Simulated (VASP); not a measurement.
# Ge (Cmcm) in VASP: further runs

Ge is run at these levels: r2SCAN; tasks: single point.

All numbers are computed with VASP 6.6.1; they aren't measurements. Logs are shortened: lines on timing, memory, paths and dates and some standing lists are left out, and cuts for length are marked.

**1. The cell of the first run**

The structure is orthorhombic, space group Cmcm (No. 63). The conventional cell has a = 2.976 Å, b = 5.189 Å, c = 4.728 Å, α = 90.00°, β = 90.00°, γ = 90.00°. Ge (site symmetry m2m) has 12 Ge at 2.92 to 2.99 Å within 3.9 Å.

**2. Single point, r2SCAN**

POSCAR reads:

```
Ge
1.0
    1.4880500000     -2.5946900000      0.0000000000
    1.4880500000      2.5946900000      0.0000000000
    0.0000000000      0.0000000000      4.7276000000
Ge
2
Direct
    0.6665500000      0.3334500000      0.2500000000
    0.3334500000      0.6665500000      0.7500000000
```

INCAR.step1 reads:

```
SYSTEM = Ge
PREC = Accurate
ENCUT = 520
ISMEAR = 1
SIGMA = 0.1
LREAL = .False.
LASPH = .True.
NELM = 60
NBANDS = 21
GGA = PE
ALGO = Normal
EDIFF = 1E-4
LWAVE = .True.
LCHARG = .False.
```

INCAR.step2 reads:

```
SYSTEM = Ge
PREC = Accurate
ENCUT = 520
EDIFF = 1E-6
ISMEAR = 1
SIGMA = 0.1
LREAL = .False.
LASPH = .True.
NELM = 60
ALGO = Normal
ISIF = 2
LWAVE = .False.
LCHARG = .False.
METAGGA = R2SCAN
LMIXTAU = .True.
NBANDS = 21
ISTART = 1
```

KPOINTS reads:

```
regular mesh
0
Gamma
  9 9 5
  0 0 0
```

Potentials or basis: VASP PAW PBE potentials, release 64 (Ge_d).

Command:

```bash
$ cat potpaw_PBE.64/Ge_d/POTCAR > POTCAR
$ cp INCAR.step1 INCAR
$ mpirun -np 1 vasp_std > vasp.out
$ cp INCAR.step2 INCAR
$ mpirun -np 1 vasp_std > vasp.out
```

OUTCAR:

```text
SYSTEM = Ge
   PREC = Accurate
   ENCUT = 520
   EDIFF = 1E-6
   ISMEAR = 1
   LREAL = .False.
   LASPH = .True.
   NELM = 60
   ISIF = 2
   METAGGA = R2SCAN
   ISTART = 1

 ion  position               nearest neighbor table
   1  0.667  0.333  0.250-
   2  0.333  0.667  0.750-

  LATTYP: Found a base centered orthorhombic cell.
 ALAT       =     2.9761000000
 B/A-ratio  =     1.7436846880
 C/A-ratio  =     1.5885218911

  Lattice vectors:

 A1 = (   1.4880500000,  -2.5946900000,   0.0000000000)
 A2 = (   1.4880500000,   2.5946900000,   0.0000000000)
 A3 = (   0.0000000000,   0.0000000000,   4.7276000000)

Analysis of symmetry for initial positions (statically):
=====================================================================
 Subroutine PRICEL returns:
 Original cell was already a primitive cell.

 Routine SETGRP: Setting up the symmetry group for a
 base centered orthorhombic supercell.

 Subroutine GETGRP returns: Found  8 space group operations
 (whereof  4 operations were pure point group operations)
 out of a pool of  8 trial point group operations.

The static configuration has the point symmetry C_2h.
 The point group associated with its full space group is D_2h.

Analysis of symmetry for dynamics (positions and initial velocities):
=====================================================================
 Subroutine PRICEL returns:
 Original cell was already a primitive cell.

 Routine SETGRP: Setting up the symmetry group for a
 base centered orthorhombic supercell.

 Subroutine GETGRP returns: Found  8 space group operations
 (whereof  4 operations were pure point group operations)
 out of a pool of  8 trial point group operations.

The dynamic configuration has the point symmetry C_2h.
 The point group associated with its full space group is D_2h.

 Subroutine INISYM returns: Found  8 space group operations
 (whereof  4 operations are pure point group operations),
 and found     1 'primitive' translations

----------------------------------------------------------------------------------------

                                     Primitive cell

  volume of cell :      36.5068

  direct lattice vectors                    reciprocal lattice vectors
     1.488050000 -2.594690000  0.000000000     0.336010215 -0.192701248  0.000000000
     1.488050000  2.594690000  0.000000000     0.336010215  0.192701248  0.000000000
     0.000000000  0.000000000  4.727600000     0.000000000  0.000000000  0.211523818

  length of vectors
     2.991104980  2.991104980  4.727600000     0.387345628  0.387345628  0.211523818

  position of ions in fractional coordinates (direct lattice)
     0.666550000  0.333450000  0.250000000
     0.333450000  0.666550000  0.750000000

  ion indices of the primitive-cell ions
   primitive index   ion index
                 1           1
                 2           2

----------------------------------------------------------------------------------------

 KPOINTS: regular mesh

Automatic generation of k-mesh.
 Grid dimensions read from file:
 generate k-points for:    9    9    5

 Generating k-lattice:

  Cartesian coordinates                     Fractional coordinates (reciprocal lattice)
     0.037334468 -0.021411250  0.000000000     0.111111111 -0.000000000  0.000000000
     0.037334468  0.021411250  0.000000000    -0.000000000  0.111111111  0.000000000
     0.000000000  0.000000000  0.042304764     0.000000000  0.000000000  0.200000000

  Length of vectors
     0.043038403  0.043038403  0.042304764

  Shift w.r.t. Gamma in fractional coordinates (k-lattice)
     0.000000000  0.000000000  0.000000000

 Subroutine IBZKPT returns following result:
 ===========================================

 Found     75 irreducible k-points:

 Following reciprocal coordinates:
            Coordinates               Weight
  0.000000  0.000000  0.000000      1.000000
  0.111111 -0.000000  0.000000      4.000000
  0.222222 -0.000000  0.000000      4.000000
  0.333333 -0.000000  0.000000      4.000000
  0.444444 -0.000000  0.000000      4.000000
  0.111111  0.111111  0.000000      2.000000
[... 16 lines left out ...]
 -0.333333  0.333333  0.000000      2.000000
  0.444444  0.444444  0.000000      2.000000
 [... further k-points ...]
   k-points           NKPTS =     75   k-points in BZ     NKDIM =     75   number of bands    NBANDS=     21
   number of dos      NEDOS =    301   number of ions     NIONS =      2
   total plane-waves  NPLWV =  20736
   dimension x,y,z NGX =    24 NGY =   24 NGZ =   36
   dimension x,y,z NGXF=    48 NGYF=   48 NGZF=   72
   ions per type =               2
   NGX,Y,Z   is equivalent  to a cutoff of  13.34, 13.34, 12.66 a.u.
   NGXF,Y,Z  is equivalent  to a cutoff of  26.68, 26.68, 25.32 a.u.
 SYSTEM =  Ge
   PREC   = accura    normal or accurate (medium, high low for compatibility)
   ISTART =      1    job   : 0-new  1-cont  2-samecut
   ICHARG =      0    charge: 1-file 2-atom 10-const
   ISPIN  =      1    spin polarized calculation?
   LNONCOLLINEAR =      F non collinear calculations
   LSORBIT =      F    spin-orbit coupling
   LASPH  =      T    aspherical Exc in radial PAW
   ENCUT  =  520.0 eV  38.22 Ry    6.18 a.u.   5.56  5.56  8.79*2*pi/ulx,y,z
   NELM   =     60;   NELMIN=  2; NELMDL=  0     # of ELM steps
   EDIFF  = 0.1E-05   stopping-criterion for ELM
   LREAL  =      F    real-space projection
   EDIFFG = 0.1E-04   stopping-criterion for IOM
   NSW    =      0    number of steps for IOM
   IBRION =     -1    ionic relax: 0-MD 1-quasi-New 2-CG
   NFREE  =      0    steps in history (QN), initial steepest desc. (CG)
   ISIF   =      2    stress and relaxation
   ISYM   =      2    0-nonsym 1-usesym 2-fastsym
   POTIM  = 0.5000    time-step for ionic-motion
   TEBEG  =    0.0;   TEEND  =   0.0 temperature during run
   PSTRESS=    0.0 pullay stress
   NELECT =      28.0000    total number of electrons
   NUPDOWN=      -1.0000    fix difference up-down
   EMIN   =  10.00;   EMAX   =-10.00  energy-range for DOS
   EFERMI =   0.00;   METHOD = LEGACY
   ISMEAR =     1;   SIGMA  =   0.10  broadening in eV -4-tet -1-fermi 0-gaus
   EFERMI_NEDOS =   21; number of points for ismear=-14 and -15
   IALGO  =     38    algorithm
   IMIX   =      4    mixing-type and parameters
     AMIX     =   0.40;   BMIX     =  1.00
     AMIX_MAG =   1.60;   BMIX_MAG =  1.00
  volume/ion in A,a.u.               =      18.25       123.18
  Fermi-wavevector in a.u.,A,eV,Ry     =   1.498544  2.831838 30.553721  2.245635
  Thomas-Fermi vector in A             =   2.610290
   LORBIT       =      0    0 simple, 1 ext, 2 COOP (PROOUT), +10 PAW based schemes
   METAGGA = R2SCAN    functional components
   LHFCALC =     F    Hartree Fock is set to
   AEXX    =    0.0000 exact exchange contribution
   IVDW    =     0    specifies the selected vdW correction
   LEPSILON=     F    determine dielectric tensor
   LRPA    =     F    only Hartree local field effects (RPA)
 non-spin polarized calculation
 Methfessel and Paxton  Order N= 1 SIGMA  =   0.10
  energy-cutoff  :      520.00
  volume of cell :       36.51
 maximum number of plane-waves:      1007
   NGX = 11   NGY = 11   NGZ = 17

 number of electron      28.0000012 magnetization

 Free energy of the ion-electron system (eV)
  ---------------------------------------------------
  ext. energy  EPLUGINS =         0.00000000
  ---------------------------------------------------
  free energy    TOTEN  =       -26.58304197 eV

  energy without entropy =      -26.58128158  energy(sigma->0) =      -26.58245517

 E-fermi :   7.0128     XC(G=0): -12.6724

 val. band max:        7.0073177583   @ k =   0.2222   0.2222   0.4000
 cond. band min:       7.0324755465   @ k =   0.3333   0.3333   0.0000
 fundamental gap:      0.0251577882
 Fermi energy:         7.0128243022

 k-point     1 :       0.0000    0.0000    0.0000
  band No.  band energies     occupation
      1     -18.4855      2.00000
      2     -18.4722      2.00000
      3     -18.4704      2.00000
      4     -18.4682      2.00000
      5     -18.4622      2.00000
      6     -18.4588      2.00000
[... 13 lines left out ...]
     20      20.6782      0.00000
     21      21.8713      0.00000

 k-point     2 :       0.1111   -0.0000    0.0000
  band No.  band energies     occupation
      1     -18.4888      2.00000
      2     -18.4759      2.00000
      3     -18.4604      2.00000
      4     -18.4579      2.00000
      5     -18.4543      2.00000
      6     -18.4524      2.00000
[... 13 lines left out ...]
     20      21.0542      0.00000
     21      22.0493      0.00000

 k-point     3 :       0.2222   -0.0000    0.0000
  band No.  band energies     occupation
      1     -18.5073      2.00000
      2     -18.4692      2.00000
      3     -18.4674      2.00000
      4     -18.4645      2.00000
      5     -18.4506      2.00000
      6     -18.4316      2.00000
[... 13 lines left out ...]
     20      20.4979      0.00000
     21      21.7468      0.00000

 k-point     4 :       0.3333   -0.0000    0.0000
  band No.  band energies     occupation
      1     -18.5265      2.00000
      2     -18.4860      2.00000
      3     -18.4758      2.00000
      4     -18.4716      2.00000
      5     -18.4339      2.00000
      6     -18.4104      2.00000
[... 13 lines left out ...]
     20      19.5886      0.00000
     21      20.9525      0.00000

 k-point     5 :       0.4444   -0.0000    0.0000
  band No.  band energies     occupation
      1     -18.5383      2.00000
      2     -18.4995      2.00000
      3     -18.4827      2.00000
      4     -18.4753      2.00000
      5     -18.4218      2.00000
      6     -18.4200      2.00000
[... 13 lines left out ...]
     20      19.1161      0.00000
     21      20.4257      0.00000

 k-point     6 :       0.1111    0.1111    0.0000
  band No.  band energies     occupation
      1     -18.4878      2.00000
      2     -18.4866      2.00000
      3     -18.4648      2.00000
      4     -18.4595      2.00000
      5     -18.4496      2.00000
      6     -18.4441      2.00000
[... 13 lines left out ...]
     20      19.4374      0.00000
     21      20.1416      0.00000

 k-point     7 :       0.2222    0.1111    0.0000
  band No.  band energies     occupation
      1     -18.5061      2.00000
      2     -18.4834      2.00000
      3     -18.4748      2.00000
      4     -18.4679      2.00000
      5     -18.4433      2.00000
      6     -18.4199      2.00000
[... 13 lines left out ...]
     20      17.8750      0.00000
     21      21.7069      0.00000
[... 291 lines left out ...]
      1     -18.5217      2.00000
      2     -18.4596      2.00000
      3     -18.4581      2.00000
      4     -18.4472      2.00000
      5     -18.4459      2.00000
      6     -18.4355      2.00000
[... 13 lines left out ...]
     20      24.8605      0.00000
     21      25.1988      0.00000

 k-point    21 :       0.4444    0.3333    0.0000
  band No.  band energies     occupation
      1     -18.5157      2.00000
      2     -18.4914      2.00000
      3     -18.4614      2.00000
      4     -18.4587      2.00000
      5     -18.4314      2.00000
      6     -18.4208      2.00000
[... 13 lines left out ...]
     20      20.7355      0.00000
     21      25.0996      0.00000

 k-point    22 :      -0.4444    0.3333    0.0000
  band No.  band energies     occupation
      1     -18.5211      2.00000
      2     -18.5008      2.00000
      3     -18.4718      2.00000
      4     -18.4680      2.00000
      5     -18.4309      2.00000
      6     -18.4198      2.00000
[... 13 lines left out ...]
     20      16.8111      0.00000
     21      22.8542      0.00000

 k-point    23 :      -0.3333    0.3333    0.0000
  band No.  band energies     occupation
      1     -18.5270      2.00000
      2     -18.4866      2.00000
      3     -18.4732      2.00000
      4     -18.4728      2.00000
      5     -18.4350      2.00000
      6     -18.4120      2.00000
[... 13 lines left out ...]
     20      19.7005      0.00000
     21      21.1179      0.00000

 k-point    24 :       0.4444    0.4444    0.0000
  band No.  band energies     occupation
      1     -18.5267      2.00000
      2     -18.5082      2.00000
      3     -18.4732      2.00000
      4     -18.4671      2.00000
      5     -18.4254      2.00000
      6     -18.4225      2.00000
[... 13 lines left out ...]
     20      16.4757      0.00000
     21      22.7667      0.00000

 [... further k-points ...]

------------------------ aborting loop because EDIFF is reached ----------------------------------------

  FORCE on cell =-STRESS in cart. coord.  units (eV):
  Direction    XX          YY          ZZ          XY          YZ          ZX
  --------------------------------------------------------------------------------------
  -------------------------------------------------------------------------------------
  Total        0.1598106      0.0910267      0.4552871      0.0000000     -0.0000000      0.0000000
  in kB        7.0136256      3.9948971     19.9812308      0.0000000     -0.0000000      0.0000000
  external PRESSURE =      10.3299178 kB  Pullay stress =       0.0000000 kB

 VOLUME and BASIS-vectors are now :
 -----------------------------------------------------------------------------
  energy-cutoff  :      520.00
  volume of cell :       36.51
      direct lattice vectors                 reciprocal lattice vectors
     1.488050000 -2.594690000  0.000000000     0.336010215 -0.192701248  0.000000000
     1.488050000  2.594690000  0.000000000     0.336010215  0.192701248  0.000000000
     0.000000000  0.000000000  4.727600000     0.000000000  0.000000000  0.211523818

 POSITION                                       TOTAL-FORCE (eV/Angst)
 -----------------------------------------------------------------------------------
      1.48805     -0.86429      1.18190         0.000000      0.000082     -0.000000
      1.48805      0.86429      3.54570         0.000000     -0.000082      0.000000
 -----------------------------------------------------------------------------------
    total drift:                                0.000000     -0.000000     -0.000000

  FREE ENERGIE OF THE ION-ELECTRON SYSTEM (eV)
  ---------------------------------------------------
  free  energy   TOTEN  =       -26.5830419681 eV

  energy  without entropy=      -26.5812815837  energy(sigma->0) =      -26.58245517
```

Wall time 1.8 min (1 thread of Intel Xeon 6975P-C, shared host); peak memory 0.19 GiB.

Results:

| Quantity | Value |
| --- | --- |
| Free energy | -26.5830 eV |
| Pressure | 1.0 GPa |
| Band gap on the k mesh | zero (band 14 reaches 14.13 eV, above the bottom of band 15 at 3.83 eV) |

Caveat: the PAW data sets were made with another functional, which shifts forces and pressure a little.

**3. Single point, r2SCAN**

POSCAR is that of step 2.

INCAR.step1 reads:

```
  PREC = Accurate
  ENCUT = 520
  ISMEAR = 1
  SIGMA = 0.1
  LREAL = False
  LASPH = True
  NELM = 60
  NBANDS = 21
  GGA = PE
  ALGO = Normal
  EDIFF = 1E-4
  LWAVE = True
  LCHARG = False
```

INCAR.step2 reads:

```
  PREC = Accurate
  ENCUT = 520
  EDIFF = 1E-6
  ISMEAR = 1
  SIGMA = 0.1
  LREAL = False
  LASPH = True
  NELM = 60
  ALGO = Normal
  ISIF = 2
  LWAVE = False
  LCHARG = False
  METAGGA = R2SCAN
  LMIXTAU = True
  NBANDS = 21
  ISTART = 1
```

KPOINTS reads:

```
regular mesh
0
Gamma
  11 11 6
```

Potentials or basis: VASP PAW PBE potentials, release 64 (Ge_d).

Command:

```bash
$ cat potpaw_PBE.64/Ge_d/POTCAR > POTCAR
$ cp INCAR.step1 INCAR
$ mpirun -np 1 vasp_std > vasp.out
$ cp INCAR.step2 INCAR
$ mpirun -np 1 vasp_std > vasp.out
```

Run time: 3.1 min. Hardware: 1 thread of Intel Xeon 6975P-C, shared host; peak memory 0.22 GiB.

Results (log left out):

```
Free energy            : -26.5873 eV
Pressure               : 1.7 GPa
Largest force          : 0.006 eV/Å
Band gap on the k mesh : zero (band 14 reaches 14.07 eV, above the bottom of band 15 at 4.18 eV)
```

Forces in eV/Å, atoms in the order of the input:
```
Ge   0.000  0.006  0.000
Ge   0.000 -0.006  0.000
```

Stress tensor (GPa, compression positive):
```
-0.79  0.00  0.00
 0.00 -0.29  0.00
 0.00  0.00  6.33
```

Levels at points of the mesh, in eV from the Fermi level:
| k point | band 11 | band 12 | band 13 | band 14 | band 15 | band 16 | band 17 | band 18 |
| --- | --- | --- | --- | --- | --- | --- | --- | --- |
| (0.00, 0.00, 0.00) | -14.20 | -7.92 | -5.98 | 6.84 | 6.96 | 9.05 | 9.18 | 10.59 |
| (0.00, 0.00, 0.50) | -12.43 | -12.43 | 1.89 | 1.89 | 8.06 | 8.06 | 8.18 | 8.18 |

Caveat: the PAW data sets were made with another functional, which shifts forces and pressure a little.
